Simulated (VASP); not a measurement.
# Sb in VASP: notebook

Sb is run at these levels: PBE+D3(BJ); tasks: single point.

Program: VASP 6.6.1. These are calculated values, not measurements. Logs are shortened: lines on timing, memory, paths and dates and some standing lists are left out, and cuts for length are marked.

## (1) The cell of the first run

The cell holds a slab with vacuum, 4 atoms: a = 4.069 Å, b = 4.069 Å, c = 20.800 Å, α = 90.00°, β = 90.00°, γ = 120.00°.

## (2) Single point, PBE+D3(BJ)

Input file INCAR:

```
SYSTEM = Sb
PREC = Accurate
ENCUT = 520
EDIFF = 1E-7
ISMEAR = 0
SIGMA = 0.05
LREAL = .FALSE.
LASPH = .TRUE.
NELM = 60
ALGO = Normal
ISIF = 2
LWAVE = .FALSE.
LCHARG = .FALSE.
LDIPOL = .TRUE.
IDIPOL = 3
DIPOL = 0.5 0.5 0.372
GGA = PE
IVDW = 12
NBANDS = 18
```

Input file KPOINTS:

```
Automatic mesh
0
G
  9 9 1
  0 0 0
```

Input file POSCAR:

```
Sb
1.0
    4.0686848921      0.0000000000      0.0000000000
   -2.0343424461      3.5235844766      0.0000000000
    0.0000000000      0.0000000000     20.8000277116
Sb
4
Direct
    0.3333333334      0.6666666667      0.2957497984
    0.6666666667      0.3333333333      0.2163458656
    0.8888888889      0.7777777778      0.5277961288
    0.5555555556      1.1111111111      0.4485254365
```

Potentials or basis: VASP PAW PBE potentials, release 64 (Sb).

Started as:

```console
$ cat potpaw_PBE.64/Sb/POTCAR > POTCAR
$ mpirun -np 1 vasp_std > vasp.out
```

OUTCAR:

```text
SYSTEM = Sb
   PREC = Accurate
   ENCUT = 520
   EDIFF = 1E-7
   ISMEAR = 0
   LREAL = .FALSE.
   LASPH = .TRUE.
   NELM = 60
   ISIF = 2
   GGA = PE
   IVDW = 12
 IVDW          = 12

 ion  position               nearest neighbor table
   1  0.333  0.667  0.296-   2 2.87   2 2.87   2 2.87   4 3.54
   2  0.667  0.333  0.216-   1 2.87   1 2.87   1 2.87
   3  0.889  0.778  0.528-   4 2.87   4 2.87   4 2.87
   4  0.556  0.111  0.449-   3 2.87   3 2.87   3 2.87   1 3.54

  LATTYP: Found a hexagonal cell.
 ALAT       =     4.0686848921
 C/A-ratio  =     5.1122237930

  Lattice vectors:

 A1 = (   4.0686848921,   0.0000000000,   0.0000000000)
 A2 = (  -2.0343424461,   3.5235844766,   0.0000000000)
 A3 = (   0.0000000000,   0.0000000000,  20.8000277116)

Analysis of symmetry for initial positions (statically):
=====================================================================
 Subroutine PRICEL returns:
 Original cell was already a primitive cell.

 Routine SETGRP: Setting up the symmetry group for a
 hexagonal supercell.

 Subroutine GETGRP returns: Found  2 space group operations
 (whereof  2 operations were pure point group operations)
 out of a pool of 24 trial point group operations.

The static configuration has the point symmetry C_1h.

Analysis of symmetry for dynamics (positions and initial velocities):
=====================================================================
 Subroutine PRICEL returns:
 Original cell was already a primitive cell.

 Routine SETGRP: Setting up the symmetry group for a
 hexagonal supercell.

 Subroutine GETGRP returns: Found  2 space group operations
 (whereof  2 operations were pure point group operations)
 out of a pool of 24 trial point group operations.

The dynamic configuration has the point symmetry C_1h.

 Subroutine INISYM returns: Found  2 space group operations
 (whereof  2 operations are pure point group operations),
 and found     1 'primitive' translations

----------------------------------------------------------------------------------------

                                     Primitive cell

  volume of cell :     298.1966

  direct lattice vectors                    reciprocal lattice vectors
     4.068684892  0.000000000  0.000000000     0.245779663  0.141900954  0.000000000
    -2.034342446  3.523584477  0.000000000     0.000000000  0.283801909  0.000000000
     0.000000000  0.000000000 20.800027712     0.000000000  0.000000000  0.048076859

  length of vectors
     4.068684892  4.068684892 20.800027712     0.283801909  0.283801909  0.048076859

  position of ions in fractional coordinates (direct lattice)
     0.333333333  0.666666667  0.295749798
     0.666666667  0.333333333  0.216345866
     0.888888889  0.777777778  0.527796129
     0.555555556  0.111111111  0.448525436

  ion indices of the primitive-cell ions
   primitive index   ion index
                 1           1
                 2           2
                 3           3
                 4           4

----------------------------------------------------------------------------------------

 KPOINTS: Automatic mesh

Automatic generation of k-mesh.
 Grid dimensions read from file:
 generate k-points for:    9    9    1

 Generating k-lattice:

  Cartesian coordinates                     Fractional coordinates (reciprocal lattice)
     0.027308851  0.015766773  0.000000000     0.111111111 -0.000000000  0.000000000
     0.000000000  0.031533545  0.000000000     0.000000000  0.111111111  0.000000000
     0.000000000  0.000000000  0.048076859     0.000000000  0.000000000  1.000000000

  Length of vectors
     0.031533545  0.031533545  0.048076859

  Shift w.r.t. Gamma in fractional coordinates (k-lattice)
     0.000000000  0.000000000  0.000000000

 Subroutine IBZKPT returns following result:
 ===========================================

 Found     25 irreducible k-points:

 Following reciprocal coordinates:
            Coordinates               Weight
  0.000000  0.000000  0.000000      1.000000
  0.111111 -0.000000  0.000000      4.000000
  0.000000  0.111111  0.000000      2.000000
  0.222222 -0.000000  0.000000      4.000000
  0.000000  0.222222  0.000000      2.000000
  0.333333 -0.000000  0.000000      4.000000
[... 16 lines left out ...]
 -0.222222 -0.444444  0.000000      4.000000
  0.444444  0.333333  0.000000      4.000000
   k-points           NKPTS =     25   k-points in BZ     NKDIM =     25   number of bands    NBANDS=     18
   number of dos      NEDOS =    301   number of ions     NIONS =      4
   total plane-waves  NPLWV = 144000
   dimension x,y,z NGX =    30 NGY =   30 NGZ =  160
   dimension x,y,z NGXF=    60 NGYF=   60 NGZF=  320
   ions per type =               4
   NGX,Y,Z   is equivalent  to a cutoff of  12.26, 12.26, 12.79 a.u.
   NGXF,Y,Z  is equivalent  to a cutoff of  24.52, 24.52, 25.58 a.u.
 SYSTEM =  Sb
   PREC   = accura    normal or accurate (medium, high low for compatibility)
   ISTART =      0    job   : 0-new  1-cont  2-samecut
   ICHARG =      2    charge: 1-file 2-atom 10-const
   ISPIN  =      1    spin polarized calculation?
   LNONCOLLINEAR =      F non collinear calculations
   LSORBIT =      F    spin-orbit coupling
   LASPH  =      T    aspherical Exc in radial PAW
   ENCUT  =  520.0 eV  38.22 Ry    6.18 a.u.   7.57  7.57 38.67*2*pi/ulx,y,z
   NELM   =     60;   NELMIN=  2; NELMDL= -5     # of ELM steps
   EDIFF  = 0.1E-06   stopping-criterion for ELM
   LREAL  =      F    real-space projection
   EDIFFG = 0.1E-05   stopping-criterion for IOM
   NSW    =      0    number of steps for IOM
   IBRION =     -1    ionic relax: 0-MD 1-quasi-New 2-CG
   NFREE  =      0    steps in history (QN), initial steepest desc. (CG)
   ISIF   =      2    stress and relaxation
   ISYM   =      2    0-nonsym 1-usesym 2-fastsym
   POTIM  = 0.5000    time-step for ionic-motion
   TEBEG  =    0.0;   TEEND  =   0.0 temperature during run
   PSTRESS=    0.0 pullay stress
   NELECT =      20.0000    total number of electrons
   NUPDOWN=      -1.0000    fix difference up-down
   EMIN   =  10.00;   EMAX   =-10.00  energy-range for DOS
   EFERMI =   0.00;   METHOD = LEGACY
   ISMEAR =     0;   SIGMA  =   0.05  broadening in eV -4-tet -1-fermi 0-gaus
   EFERMI_NEDOS =   21; number of points for ismear=-14 and -15
   IALGO  =     38    algorithm
   IMIX   =      4    mixing-type and parameters
     AMIX     =   0.40;   BMIX     =  1.00
     AMIX_MAG =   1.60;   BMIX_MAG =  1.00
  volume/ion in A,a.u.               =      74.55       503.08
  Fermi-wavevector in a.u.,A,eV,Ry     =   0.665146  1.256945  6.019487  0.442420
  Thomas-Fermi vector in A             =   1.739052
   LORBIT       =      0    0 simple, 1 ext, 2 COOP (PROOUT), +10 PAW based schemes
   GGA     = PE    functional components
   LHFCALC =     F    Hartree Fock is set to
   AEXX    =    0.0000 exact exchange contribution
   IVDW    =    12    specifies the selected vdW correction
   LEPSILON=     F    determine dielectric tensor
   LRPA    =     F    only Hartree local field effects (RPA)
 non-spin polarized calculation
 Gauss-broadening in eV      SIGMA  =   0.05
  energy-cutoff  :      520.00
  volume of cell :      298.20
 maximum number of plane-waves:      8073
   NGX = 15   NGY = 15   NGZ = 77

 dipolmoment           0.000000      0.000000     -0.000000 electrons x Angstroem

 number of electron      20.0000000 magnetization

 dipolmoment           0.000000      0.000000      0.005084 electrons x Angstroem

 Free energy of the ion-electron system (eV)
  ---------------------------------------------------
  ext. energy  EPLUGINS =         0.00000000
  ---------------------------------------------------
  free energy    TOTEN  =       -16.16507461 eV

  energy without entropy =      -16.16507461  energy(sigma->0) =      -16.16507461

 E-fermi :   0.4751     XC(G=0):  -4.6583

 val. band max:        0.2496021799   @ k =   0.1111  -0.0000   0.0000
 cond. band min:       0.6923791466   @ k =   0.3333  -0.0000   0.0000
 fundamental gap:      0.4427769667
 Fermi energy:         0.4751269844

 k-point     1 :       0.0000    0.0000    0.0000
  band No.  band energies     occupation
      1     -11.7540      2.00000
      2     -11.5471      2.00000
      3      -7.1267      2.00000
      4      -6.1466      2.00000
      5      -1.6548      2.00000
      6      -0.2298      2.00000
[... 10 lines left out ...]
     17       4.1053      0.00000
     18       4.3666      0.00000

 k-point     2 :       0.1111   -0.0000    0.0000
  band No.  band energies     occupation
      1     -11.6189      2.00000
      2     -11.4117      2.00000
      3      -7.0850      2.00000
      4      -6.1627      2.00000
      5      -1.7252      2.00000
      6      -1.3025      2.00000
[... 10 lines left out ...]
     17       4.2717      0.00000
     18       4.5270      0.00000

 k-point     3 :       0.0000    0.1111    0.0000
  band No.  band energies     occupation
      1     -11.6182      2.00000
      2     -11.4121      2.00000
      3      -7.0786      2.00000
      4      -6.1700      2.00000
      5      -1.7395      2.00000
      6      -1.3400      2.00000
[... 10 lines left out ...]
     17       4.2713      0.00000
     18       4.5293      0.00000

 k-point     4 :       0.2222   -0.0000    0.0000
  band No.  band energies     occupation
      1     -11.2215      2.00000
      2     -11.0138      2.00000
      3      -7.0548      2.00000
      4      -6.3418      2.00000
      5      -2.9334      2.00000
      6      -2.4802      2.00000
[... 375 lines left out ...]
      4      -8.0075      2.00000
      5      -3.6674      2.00000
      6      -3.5184      2.00000
[... 10 lines left out ...]
     17       5.8024      0.00000
     18       5.9564      0.00000

 k-point    23 :      -0.2222   -0.4444    0.0000
  band No.  band energies     occupation
      1      -9.4996      2.00000
      2      -9.3515      2.00000
      3      -8.1938      2.00000
      4      -8.0213      2.00000
      5      -3.6814      2.00000
      6      -3.5448      2.00000
[... 10 lines left out ...]
     17       5.7006      0.00000
     18       6.1403      0.00000

 k-point    24 :       0.4444    0.3333    0.0000
  band No.  band energies     occupation
      1      -9.5334      2.00000
      2      -9.3235      2.00000
      3      -8.1951      2.00000
      4      -8.0165      2.00000
      5      -3.6644      2.00000
      6      -3.5120      2.00000
[... 10 lines left out ...]
     17       5.8249      0.00000
     18       5.8701      0.00000

 [... further k-points ...]

------------------------ aborting loop because EDIFF is reached ----------------------------------------

 vacuum level on the upper side and lower side of the slab       (xc-potential included)        -0.079        -0.141

 Edisp (eV)   -1.26452

 E8    (eV) :    -0.6084

  FORCE on cell =-STRESS in cart. coord.  units (eV):
  Direction    XX          YY          ZZ          XY          YZ          ZX
  --------------------------------------------------------------------------------------
  -------------------------------------------------------------------------------------
  Total       0.23840     0.77207     0.22948    -0.00000     0.85101    -0.00000
  in kB       1.28092     4.14827     1.23296    -0.00000     4.57241    -0.00000
  external pressure =        2.22 kB  Pullay stress =        0.00 kB

 VOLUME and BASIS-vectors are now :
 -----------------------------------------------------------------------------
  energy-cutoff  :      520.00
  volume of cell :      298.20
      direct lattice vectors                 reciprocal lattice vectors
     4.068684892  0.000000000  0.000000000     0.245779663  0.141900954  0.000000000
    -2.034342446  3.523584477  0.000000000     0.000000000  0.283801909  0.000000000
     0.000000000  0.000000000 20.800027712     0.000000000  0.000000000  0.048076859

 POSITION                                       TOTAL-FORCE (eV/Angst)
 -----------------------------------------------------------------------------------
      0.00000      2.34906      6.15160         0.000000     -0.138852      0.089568
      2.03434      1.17453      4.50000         0.000000     -0.060176     -0.083117
      2.03434      2.74057     10.97817        -0.000000      0.071918      0.081327
      2.03434      0.39151      9.32934        -0.000000      0.127110     -0.087779
 -----------------------------------------------------------------------------------
    total drift:                               -0.000000      0.000047     -0.000086

  FREE ENERGIE OF THE ION-ELECTRON SYSTEM (eV)
  ---------------------------------------------------
  free  energy   TOTEN  =       -17.4295935986 eV

  energy  without entropy=      -17.4295935986  energy(sigma->0) =      -17.42959360

 vacuum level on the upper side and lower side of the slab         4.562         4.498
```

Wall time 4.3 min (1 thread of Intel Xeon 6975P-C (Granite Rapids), shared host); peak memory 0.42 GiB.

What came out:

* Free energy: -17.4296 eV
* Largest force: 0.165 eV/Å
* Band gap on the k mesh: 0.44 eV, indirect (least direct gap 1.17 eV)
* Dispersion energy per atom: -0.316 eV

Forces on the atoms (eV/Å):
```
Sb   0.000 -0.139  0.090
Sb   0.000 -0.060 -0.083
Sb   0.000  0.072  0.081
Sb   0.000  0.127 -0.088
```

Levels at points of the mesh, in eV from the valence-band top:
| k point | band 8 | band 9 | band 10 | band 11 | band 12 | band 13 |
| --- | --- | --- | --- | --- | --- | --- |
| (0.00, 0.00, 0.00) | -0.38 | -0.37 | -0.14 | 1.14 | 1.95 | 2.25 |

Caveat: spin-orbit coupling is left out, which moves the levels of the heavy elements.

## (3) Single point, PBE+D3(BJ)

Input file INCAR:

```
  ALGO = Normal
  DIPOL = 0.5 0.5 0.365
  EDIFF = 1E-7
  ENCUT = 520
  GGA = PE
  IDIPOL = 3
  ISIF = 2
  ISMEAR = 0
  IVDW = 12
  LASPH = T
  LCHARG = T
  LDIPOL = T
  LELF = T
  LREAL = F
  LVACPOTAV = T
  LVHAR = T
  LWAVE = F
  NBANDS = 18
  NELM = 80
  PREC = Accurate
  SIGMA = 0.05
```

Input file KPOINTS:

```
k-points
0
Gamma
  9 9 1
```

Input file POSCAR:

```
Sb
1.0
    4.0686848921      0.0000000000      0.0000000000
   -2.0343424461      3.5235844766      0.0000000000
    0.0000000000      0.0000000000     20.8000277116
Sb
4
Direct
    0.3333333333      0.6666666667      0.2958298857
    0.6666666667      0.3333333333      0.2163458656
    1.1111111111      1.2222222222      0.5143046256
    0.7777777778      1.5555555556      0.4350282628
```

Potentials or basis: VASP PAW PBE potentials, release 64 (Sb).

Started as:

```console
$ cat potpaw_PBE.64/Sb/POTCAR > POTCAR
$ mpirun -np 1 vasp_std > vasp.out
```

It took 4 min on 1 thread of Intel Xeon 6975P-C (Granite Rapids), shared host; peak memory 0.43 GiB.

It converged, with:

* Free energy: -17.4927 eV
* Largest force: 0.103 eV/Å
* Band gap on the k mesh: 0.23 eV, indirect (least direct gap 0.97 eV)
* Dispersion energy per atom: -0.328 eV

Forces on the atoms (eV/Å):
```
Sb   0.000  0.058  0.085
Sb   0.000  0.005 -0.076
Sb   0.000 -0.043  0.077
Sb   0.000 -0.020 -0.086
```

Levels at points of the mesh, in eV from the valence-band top:
```
           k point  band 7  band 8  band 9  band 10  band 11  band 12  band 13  band 14
(0.00, 0.00, 0.00)   -0.63   -0.54   -0.42    -0.25     0.97     1.88     2.02     2.13
```

Caveat: spin-orbit coupling is left out, which moves the levels of the heavy elements.

## (4) Single point, PBE+D3(BJ)

Input file INCAR:

```
SYSTEM = Sb
ALGO     = Normal         ! electronic algorithm
DIPOL    = 0.5 0.5 0.388
EDIFF    = 1E-6           ! SCF threshold, eV
ENCUT    = 520            ! plane-wave cutoff, eV
GGA      = PE             ! functional
IDIPOL   = 3            
ISIF     = 2              ! what is computed and relaxed
ISMEAR   = 0              ! smearing method
IVDW     = 12             ! dispersion correction
LASPH    = .TRUE.         ! aspherical terms in the spheres
LCHARG   = .FALSE.        ! write CHGCAR
LDIPOL   = .TRUE.       
LREAL    = .FALSE.        ! projectors in reciprocal space
LWAVE    = .FALSE.        ! write WAVECAR
NBANDS   = 18             ! bands
NELM     = 60             ! most SCF steps
PREC     = Accurate       ! precision mode
SIGMA    = 0.05           ! smearing width, eV
```

Input file KPOINTS:

```
k-points
0
G
  9 9 1
  0 0 0
```

Input file POSCAR:

```
Sb
1.0
    4.0686848921      0.0000000000      0.0000000000
   -2.0343424461      3.5235844766      0.0000000000
    0.0000000000      0.0000000000     20.8000277116
Sb
4
Direct
    0.3333333334      0.6666666667      0.2957292462
    0.6666666667      0.3333333333      0.2163458656
    0.7777777778      0.5555555556      0.5602039448
    0.4444444444      0.8888888889      0.4808268872
```

Potentials or basis: VASP PAW PBE potentials, release 64 (Sb).

Started as:

```console
$ cat potpaw_PBE.64/Sb/POTCAR > POTCAR
$ mpirun -np 1 vasp_std > vasp.out
```

OUTCAR:

```text
SYSTEM = Sb
   EDIFF = 1E-6
   ENCUT = 520
   GGA = PE
   ISIF = 2
   ISMEAR = 0
   IVDW = 12
   LASPH = .TRUE.
   LREAL = .FALSE.
   NELM = 60
   PREC = Accurate
 IVDW          = 12

 ion  position               nearest neighbor table
   1  0.333  0.667  0.296-   2 2.87   2 2.87   2 2.87
   2  0.667  0.333  0.216-   1 2.87   1 2.87   1 2.87
   3  0.778  0.556  0.560-   4 2.87   4 2.87   4 2.87
   4  0.444  0.889  0.481-   3 2.87   3 2.87   3 2.87

[... 713 lines left out ...]
  Direction    XX          YY          ZZ          XY          YZ          ZX
  --------------------------------------------------------------------------------------
  -------------------------------------------------------------------------------------
  Total       0.05786     0.13569     0.24693    -0.00000     0.29654    -0.00000
  in kB       0.31087     0.72907     1.32672    -0.00000     1.59328    -0.00000
  external pressure =        0.79 kB  Pullay stress =        0.00 kB

 VOLUME and BASIS-vectors are now :
 -----------------------------------------------------------------------------
  energy-cutoff  :      520.00
  volume of cell :      298.20
      direct lattice vectors                 reciprocal lattice vectors
     4.068684892  0.000000000  0.000000000     0.245779663  0.141900954  0.000000000
    -2.034342446  3.523584477  0.000000000     0.000000000  0.283801909  0.000000000
     0.000000000  0.000000000 20.800027712     0.000000000  0.000000000  0.048076859

 POSITION                                       TOTAL-FORCE (eV/Angst)
 -----------------------------------------------------------------------------------
      0.00000      2.34906      6.15118         0.000000     -0.040529      0.086791
      2.03434      1.17453      4.50000         0.000000     -0.018881     -0.084741
      2.03434      1.95755     11.65226        -0.000000      0.021263      0.084805
     -0.00000      3.13208     10.00121        -0.000000      0.038147     -0.086855
 -----------------------------------------------------------------------------------
    total drift:                               -0.000000      0.000001      0.000037

  FREE ENERGIE OF THE ION-ELECTRON SYSTEM (eV)
  ---------------------------------------------------
  free  energy   TOTEN  =       -17.3315837814 eV

  energy  without entropy=      -17.3315837814  energy(sigma->0) =      -17.33158378

 vacuum level on the upper side and lower side of the slab         4.523         4.521
```

stdout:

```text
POSCAR found type information on POSCAR Sb
 POSCAR found :  1 types and       4 ions
 scaLAPACK will be used
 LDA part: xc-table for (Slater+PW92), standard interpolation
 POSCAR, INCAR and KPOINTS ok, starting setup
 FFT: planning ... GRIDC
 FFT: planning ... GRID_SOFT
 FFT: planning ... GRID
 WAVECAR not read
 entering main loop
```

Run time: 3.1 min. Hardware: 1 thread of Intel Xeon 6975P-C (Granite Rapids), shared host; peak memory 0.42 GiB.

What came out:

| Item | Value |
| --- | --- |
| Free energy | -17.3316 eV |
| Largest force | 0.096 eV/Å |
| Band gap on the k mesh | 0.87 eV, indirect (least direct gap 1.36 eV) |
| Dispersion energy per atom | -0.290 eV |

Forces on the atoms (eV/Å):
```
Sb   0.000 -0.041  0.087
Sb   0.000 -0.019 -0.085
Sb   0.000  0.021  0.085
Sb   0.000  0.038 -0.087
```

Levels at points of the mesh, in eV from the valence-band top:
```
           k point  band 6  band 7  band 8  band 9  band 10  band 11  band 12  band 13  band 14  band 15
(0.00, 0.00, 0.00)   -0.17   -0.06   -0.03   -0.01     0.00     1.49     1.98     2.71     2.73     2.79
```

Caveat: spin-orbit coupling is left out, which moves the levels of the heavy elements.
